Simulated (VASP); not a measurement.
# GaC18 in VASP: single point with PBE

Aim: the single point of GaC18 with PBE.

Program: VASP 6.6.1. These are calculated values, not measurements. Logs are shortened: lines on timing, memory, paths and dates and some standing lists are left out, and cuts for length are marked.

## 1. The cell of the first run

The cell holds a slab with vacuum, 19 atoms: a = 7.398 Å, b = 7.398 Å, c = 13.000 Å, α = 90.00°, β = 90.00°, γ = 120.00°.

## 2. Single point, PBE, collinear spin, zero start

File INCAR:

```
ALGO = Normal
EDIFF = 1E-6
ENCUT = 520
GGA = PE
ISIF = 2
ISMEAR = -1
ISPIN = 2
LASPH = T
LCHARG = T
LELF = T
LORBIT = 11
LREAL = Auto
LVHAR = T
LWAVE = F
MAGMOM = 0 0 0 0 0 0 0 0 0 0 0 0 0 0 0 0 0 0 0
NBANDS = 62
NELM = 150
PREC = Accurate
SIGMA = 0.02
```

File KPOINTS:

```
k-points
0
Gamma
  2 2 1
```

File POSCAR:

```
GaC18
1.0
    7.3980000000      0.0000000000      0.0000000000
   -3.6990000000      6.4068560000      0.0000000000
    0.0000000000      0.0000000000     13.0000000000
C Ga
18 1
Direct
   -0.0033560710     -0.0079054376      0.0774223077
    0.2183700146      0.1026921785      0.0765621538
   -0.0041404201      0.3252033447      0.0765630000
    0.2176905237      0.4356359812      0.0756556154
   -0.0039215738      0.6576323863      0.0763509231
    0.2177454172      0.7691891311      0.0759859231
    0.3289677587     -0.0085800274      0.0760481538
    0.5507985328      0.1029114748      0.0763461538
    0.3288020414      0.3245229798      0.0756507692
    0.5504850043      0.4343255100      0.0752687692
    0.3274929698      0.6573181916      0.0752636923
    0.5499318735      0.7688307650      0.0747409231
    0.6623086146     -0.0075687670      0.0767613077
    0.8852622563      0.1034777432      0.0774195385
    0.6623566090      0.3245788574      0.0759880000
    0.8845860501      0.4358006486      0.0760456154
    0.6619969239      0.6567637855      0.0747437692
    0.8855991908      0.7691421502      0.0767633846
    0.6901258394      0.7970062071      0.2458048462
```

Potentials or basis: VASP PAW PBE potentials, release 64 (C, Ga_d).

On the command line:

```sh
$ cat potpaw_PBE.64/C/POTCAR potpaw_PBE.64/Ga_d/POTCAR > POTCAR
$ mpirun -np 1 vasp_std > vasp.out
```

OUTCAR:

```text
EDIFF = 1E-6
   ENCUT = 520
   GGA = PE
   ISIF = 2
   ISMEAR = -1
   ISPIN = 2
   LASPH = T
   LORBIT = 11
   LREAL = Auto
   NELM = 150
   PREC = Accurate

 ion  position               nearest neighbor table
   1  0.997  0.992  0.077-   2 1.42  14 1.43  18 1.43
   2  0.218  0.103  0.077-   1 1.42   9 1.42   7 1.42
   3  0.996  0.325  0.077-  14 1.42   4 1.42  16 1.42
   4  0.218  0.436  0.076-  11 1.42   3 1.42   9 1.42
   5  0.996  0.658  0.076-   6 1.42  16 1.42  18 1.42
   6  0.218  0.769  0.076-  11 1.42   5 1.42   7 1.42
   7  0.329  0.991  0.076-   8 1.42   2 1.42   6 1.42
   8  0.551  0.103  0.076-  15 1.42   7 1.42  13 1.42
   9  0.329  0.325  0.076-  10 1.42   2 1.42   4 1.42
  10  0.550  0.434  0.075-  15 1.42   9 1.42  17 1.43
  11  0.327  0.657  0.075-   6 1.42   4 1.42  12 1.43
  12  0.550  0.769  0.075-  11 1.43  13 1.43  17 1.44  19 2.42
  13  0.662  0.992  0.077-   8 1.42  14 1.43  12 1.43
  14  0.885  0.103  0.077-   3 1.42   1 1.43  13 1.43
  15  0.662  0.325  0.076-  10 1.42   8 1.42  16 1.42
  16  0.885  0.436  0.076-   5 1.42   3 1.42  15 1.42
  17  0.662  0.657  0.075-  10 1.43  18 1.43  12 1.44  19 2.42
  18  0.886  0.769  0.077-   5 1.42   1 1.43  17 1.43
  19  0.690  0.797  0.246-  12 2.42  17 2.42

  LATTYP: Found a hexagonal cell.
 ALAT       =     7.3980000000
 C/A-ratio  =     1.7572316842

  Lattice vectors:

 A1 = (   7.3980000000,   0.0000000000,   0.0000000000)
 A2 = (  -3.6990000000,   6.4068560000,   0.0000000000)
 A3 = (   0.0000000000,   0.0000000000,  13.0000000000)

Analysis of symmetry for initial positions (statically):
=====================================================================
 Subroutine PRICEL returns:
 Original cell was already a primitive cell.

 Routine SETGRP: Setting up the symmetry group for a
 hexagonal supercell.

 Subroutine GETGRP returns: Found  1 space group operations
 (whereof  1 operations were pure point group operations)
 out of a pool of 24 trial point group operations.

The static configuration has the point symmetry C_1 .

Analysis of symmetry for dynamics (positions and initial velocities):
=====================================================================
 Subroutine PRICEL returns:
 Original cell was already a primitive cell.

 Routine SETGRP: Setting up the symmetry group for a
 hexagonal supercell.

 Subroutine GETGRP returns: Found  1 space group operations
 (whereof  1 operations were pure point group operations)
 out of a pool of 24 trial point group operations.

The dynamic configuration has the point symmetry C_1 .

Analysis of structural, dynamic, and magnetic symmetry:
=====================================================================
 Subroutine PRICEL returns:
 Original cell was already a primitive cell.

 Routine SETGRP: Setting up the symmetry group for a
 hexagonal supercell.

 Subroutine GETGRP returns: Found  1 space group operations
 (whereof  1 operations were pure point group operations)
 out of a pool of 24 trial point group operations.

The overall configuration has the point symmetry C_1 .

 Subroutine INISYM returns: Found  1 space group operations
 (whereof  1 operations are pure point group operations),
 and found     1 'primitive' translations

----------------------------------------------------------------------------------------

                                     Primitive cell

  volume of cell :     616.1730

  direct lattice vectors                    reciprocal lattice vectors
     7.398000000  0.000000000  0.000000000     0.135171668  0.078041398  0.000000000
    -3.699000000  6.406856000  0.000000000     0.000000000  0.156082796  0.000000000
     0.000000000  0.000000000 13.000000000     0.000000000  0.000000000  0.076923077

  length of vectors
     7.398000000  7.398000054 13.000000000     0.156082797  0.156082796  0.076923077

  position of ions in fractional coordinates (direct lattice)
     0.996643929  0.992094562  0.077422308
     0.218370015  0.102692178  0.076562154
     0.995859580  0.325203345  0.076563000
     0.217690524  0.435635981  0.075655615
     0.996078426  0.657632386  0.076350923
     0.217745417  0.769189131  0.075985923
[... 11 lines left out ...]
     0.885599191  0.769142150  0.076763385
     0.690125839  0.797006207  0.245804846

  ion indices of the primitive-cell ions
   primitive index   ion index
                 1           1
                 2           2
                 3           3
                 4           4
                 5           5
                 6           6
[... 11 lines left out ...]
                18          18
                19          19

----------------------------------------------------------------------------------------

 KPOINTS: k-points

Automatic generation of k-mesh.
 Grid dimensions read from file:
 generate k-points for:    2    2    1

 Generating k-lattice:

  Cartesian coordinates                     Fractional coordinates (reciprocal lattice)
     0.067585834  0.039020699  0.000000000     0.500000000 -0.000000000  0.000000000
     0.000000000  0.078041398  0.000000000     0.000000000  0.500000000  0.000000000
     0.000000000  0.000000000  0.076923077     0.000000000  0.000000000  1.000000000

  Length of vectors
     0.078041399  0.078041398  0.076923077

  Shift w.r.t. Gamma in fractional coordinates (k-lattice)
     0.000000000  0.000000000  0.000000000

 Subroutine IBZKPT returns following result:
 ===========================================

 Found      4 irreducible k-points:

 Following reciprocal coordinates:
            Coordinates               Weight
  0.000000  0.000000  0.000000      1.000000
  0.500000  0.000000  0.000000      1.000000
  0.000000  0.500000  0.000000      1.000000
  0.500000  0.500000  0.000000      1.000000
   k-points           NKPTS =      4   k-points in BZ     NKDIM =      4   number of bands    NBANDS=     62
   number of dos      NEDOS =    301   number of ions     NIONS =     19
   total plane-waves  NPLWV = 307328
   dimension x,y,z NGX =    56 NGY =   56 NGZ =   98
   dimension x,y,z NGXF=   112 NGYF=  112 NGZF=  196
   ions per type =              18   1
   NGX,Y,Z   is equivalent  to a cutoff of  12.58, 12.58, 12.53 a.u.
   NGXF,Y,Z  is equivalent  to a cutoff of  25.17, 25.17, 25.06 a.u.
 SYSTEM =  unknown system
   PREC   = accura    normal or accurate (medium, high low for compatibility)
   ISTART =      0    job   : 0-new  1-cont  2-samecut
   ICHARG =      2    charge: 1-file 2-atom 10-const
   ISPIN  =      2    spin polarized calculation?
   LNONCOLLINEAR =      F non collinear calculations
   LSORBIT =      F    spin-orbit coupling
   LASPH  =      T    aspherical Exc in radial PAW
   ENCUT  =  520.0 eV  38.22 Ry    6.18 a.u.  13.76 13.76 24.17*2*pi/ulx,y,z
   NELM   =    150;   NELMIN=  2; NELMDL= -5     # of ELM steps
   EDIFF  = 0.1E-05   stopping-criterion for ELM
   LREAL  =      T    real-space projection
   EDIFFG = 0.1E-04   stopping-criterion for IOM
   NSW    =      0    number of steps for IOM
   IBRION =     -1    ionic relax: 0-MD 1-quasi-New 2-CG
   NFREE  =      0    steps in history (QN), initial steepest desc. (CG)
   ISIF   =      2    stress and relaxation
   ISYM   =      2    0-nonsym 1-usesym 2-fastsym
   POTIM  = 0.5000    time-step for ionic-motion
   TEBEG  =    0.0;   TEEND  =   0.0 temperature during run
   PSTRESS=    0.0 pullay stress
   NELECT =      85.0000    total number of electrons
   NUPDOWN=      -1.0000    fix difference up-down
   EMIN   =  10.00;   EMAX   =-10.00  energy-range for DOS
   EFERMI =   0.00;   METHOD = LEGACY
   ISMEAR =    -1;   SIGMA  =   0.02  broadening in eV -4-tet -1-fermi 0-gaus
   EFERMI_NEDOS =   21; number of points for ismear=-14 and -15
   IALGO  =     38    algorithm
   IMIX   =      4    mixing-type and parameters
     AMIX     =   0.40;   BMIX     =  1.00
     AMIX_MAG =   1.60;   BMIX_MAG =  1.00
  volume/ion in A,a.u.               =      32.43       218.85
  Fermi-wavevector in a.u.,A,eV,Ry     =   0.845889  1.598499  9.735362  0.715529
  Thomas-Fermi vector in A             =   1.961149
   LORBIT       =     11    0 simple, 1 ext, 2 COOP (PROOUT), +10 PAW based schemes
   GGA     = PE    functional components
   LHFCALC =     F    Hartree Fock is set to
   AEXX    =    0.0000 exact exchange contribution
   IVDW    =     0    specifies the selected vdW correction
   LEPSILON=     F    determine dielectric tensor
   LRPA    =     F    only Hartree local field effects (RPA)
 spin polarized calculation
  energy-cutoff  :      520.00
  volume of cell :      616.17
 maximum number of plane-waves:     16651
 NGX is ok and might be reduce to    56
   NGX = 27   NGY = 27   NGZ = 49

 number of electron      84.9999998 magnetization      -0.0000000

 number of electron      84.9999998 magnetization       0.0000000

 Free energy of the ion-electron system (eV)
  ---------------------------------------------------
  ext. energy  EPLUGINS =         0.00000000
  ---------------------------------------------------
  free energy    TOTEN  =      -167.28874834 eV

  energy without entropy =     -167.28874834  energy(sigma->0) =     -167.28874834

 E-fermi :  -0.7494     XC(G=0):  -3.8209

 val. band max:       -1.2517646504   @ k =   0.0000   0.0000   0.0000
 cond. band min:      -0.1692783264   @ k =   0.5000   0.0000   0.0000
 fundamental gap:      1.0824863239
 Fermi energy:        -0.7494433474

 spin component 1

 k-point     1 :       0.0000    0.0000    0.0000
  band No.  band energies     occupation
      1     -20.7728      1.00000
      2     -18.4329      1.00000
      3     -18.2374      1.00000
      4     -18.2040      1.00000
      5     -18.0649      1.00000
      6     -18.0489      1.00000
[... 46 lines left out ...]
     53       3.6047      0.00000
     54       3.7515      0.00000
[... 169 lines left out ...]
     53       3.5231      0.00000
     54       3.5979      0.00000
 Fermi energy:        -0.7494433474

 spin component 2

 k-point     1 :       0.0000    0.0000    0.0000
  band No.  band energies     occupation
      1     -20.7728      1.00000
      2     -18.4329      1.00000
      3     -18.2374      1.00000
      4     -18.2040      1.00000
      5     -18.0649      1.00000
      6     -18.0489      1.00000
[... 46 lines left out ...]
     53       3.6047      0.00000
     54       3.7515      0.00000
[... 169 lines left out ...]
     53       3.5230      0.00000
     54       3.5977      0.00000
 [bands above 54 left out]

------------------------ aborting loop because EDIFF is reached ----------------------------------------

  FORCE on cell =-STRESS in cart. coord.  units (eV):
  Direction    XX          YY          ZZ          XY          YZ          ZX
  --------------------------------------------------------------------------------------
  -------------------------------------------------------------------------------------
  Total        5.1858579      5.2499212     -0.0707939      0.0493850      0.4095526      0.2359608
  in kB       13.4843045     13.6508824     -0.1840789      0.1284112      1.0649216      0.6135470
  external PRESSURE =       8.9837027 kB  Pullay stress =       0.0000000 kB

 VOLUME and BASIS-vectors are now :
 -----------------------------------------------------------------------------
  energy-cutoff  :      520.00
  volume of cell :      616.17
      direct lattice vectors                 reciprocal lattice vectors
     7.398000000  0.000000000  0.000000000     0.135171668  0.078041398  0.000000000
    -3.699000000  6.406856000  0.000000000     0.000000000  0.156082796  0.000000000
     0.000000000  0.000000000 13.000000000     0.000000000  0.000000000  0.076923077

 POSITION                                       TOTAL-FORCE (eV/Angst)
 -----------------------------------------------------------------------------------
      3.70341      6.35621      1.00649        -0.003134     -0.003656      0.011513
      1.23564      0.65793      0.99531        -0.012764     -0.015676      0.001505
      6.16444      2.08353      0.99532        -0.011567     -0.016010      0.001431
     -0.00094      2.79106      0.98352         0.002261     -0.009297     -0.006606
      4.93641      4.21336      0.99256        -0.001922     -0.014083      0.003308
     -1.23435      4.92808      0.98782        -0.004957     -0.006709      0.002820
[... 11 lines left out ...]
      3.70661      4.92778      0.99792        -0.006382     -0.006280      0.000844
      2.15742      5.10630      3.19546         0.105507      0.182359      0.016016
 -----------------------------------------------------------------------------------
    total drift:                                0.003555      0.009381      0.007850

  FREE ENERGIE OF THE ION-ELECTRON SYSTEM (eV)
  ---------------------------------------------------
  free  energy   TOTEN  =      -167.2887483414 eV

  energy  without entropy=     -167.2887483414  energy(sigma->0) =     -167.28874834

 total charge

# of ion       s       p       d       tot
------------------------------------------
    1        0.861   1.789   0.000   2.650
    2        0.861   1.800   0.000   2.661
    3        0.861   1.800   0.000   2.661
    4        0.861   1.795   0.000   2.657
    5        0.861   1.800   0.000   2.661
    6        0.861   1.798   0.000   2.659
[... 11 lines left out ...]
   18        0.861   1.786   0.000   2.647
   19        1.219   0.245   9.946  11.410
--------------------------------------------------
tot         16.718  32.537   9.946  59.201

 magnetization (x)

# of ion       s       p       d       tot
------------------------------------------
    1        0.000   0.000   0.000   0.000
    2       -0.000  -0.000   0.000  -0.000
    3       -0.000   0.000   0.000   0.000
    4       -0.000   0.000   0.000   0.000
    5        0.000   0.000   0.000   0.000
    6        0.000  -0.000   0.000  -0.000
[... 11 lines left out ...]
   18       -0.000  -0.000   0.000  -0.000
   19        0.000  -0.000   0.000   0.000
--------------------------------------------------
tot          0.000   0.000   0.000   0.000
```

It took 9.6 min on 1 thread of Intel Xeon 6975P-C (Granite Rapids), shared host; peak memory 0.93 GiB.

Results:

```
Free energy                                           : -167.2887 eV
Largest force                                         : 0.211 eV/Å
Net moment                                            : 0.00 μB per cell
Valence electrons inside the program's atomic spheres : C 2.65, 2.66 (each value once); Ga 11.41
```

Forces on the atoms (eV/Å):
```
C   -0.003 -0.004  0.012
C   -0.013 -0.016  0.002
C   -0.012 -0.016  0.001
C    0.002 -0.009 -0.007
C   -0.002 -0.014  0.003
C   -0.005 -0.007  0.003
C    0.002 -0.009 -0.007
C   -0.010 -0.011  0.003
C   -0.006 -0.004 -0.007
C   -0.009 -0.011 -0.010
C   -0.009 -0.011 -0.009
C   -0.015 -0.015 -0.006
C   -0.003 -0.008  0.001
C   -0.003 -0.008  0.013
C   -0.001 -0.008  0.004
C   -0.009 -0.004 -0.004
C   -0.003 -0.020 -0.008
C   -0.006 -0.006  0.001
Ga   0.106  0.182  0.016
```

Levels at points of the mesh, in eV from the Fermi level:
Spin up:
| k point | band 39 | band 40 | band 41 | band 42 | band 43 | band 44 | band 45 | band 46 |
| --- | --- | --- | --- | --- | --- | --- | --- | --- |
| (0.00, 0.00, 0.00) | -3.45 | -3.45 | -0.76 | -0.74 | -0.51 | -0.50 | 1.22 | 1.47 |
| (0.50, 0.00, 0.00) | -3.34 | -3.14 | -3.07 | -2.83 | 0.58 | 0.98 | 1.37 | 1.60 |
| (0.00, 0.50, 0.00) | -3.34 | -3.14 | -3.07 | -2.83 | 0.58 | 0.98 | 1.37 | 1.60 |
| (0.50, 0.50, 0.00) | -3.30 | -3.17 | -3.06 | -2.83 | 0.86 | 0.93 | 0.95 | 1.82 |
Spin down:
```csv
k point,band 39,band 40,band 41,band 42,band 43,band 44,band 45,band 46
"(0.00, 0.00, 0.00)",-3.45,-3.45,-0.76,-0.74,-0.51,-0.50,1.22,1.47
"(0.50, 0.00, 0.00)",-3.34,-3.14,-3.07,-2.83,0.58,0.98,1.37,1.60
"(0.00, 0.50, 0.00)",-3.34,-3.14,-3.07,-2.83,0.58,0.98,1.37,1.60
"(0.50, 0.50, 0.00)",-3.30,-3.17,-3.06,-2.83,0.86,0.93,0.95,1.82
```

Caveat: the k points lie up to 0.49 Å⁻¹ apart; there is no dipole correction, which matters where the two faces differ; no moment was typed at the start, so none could form.
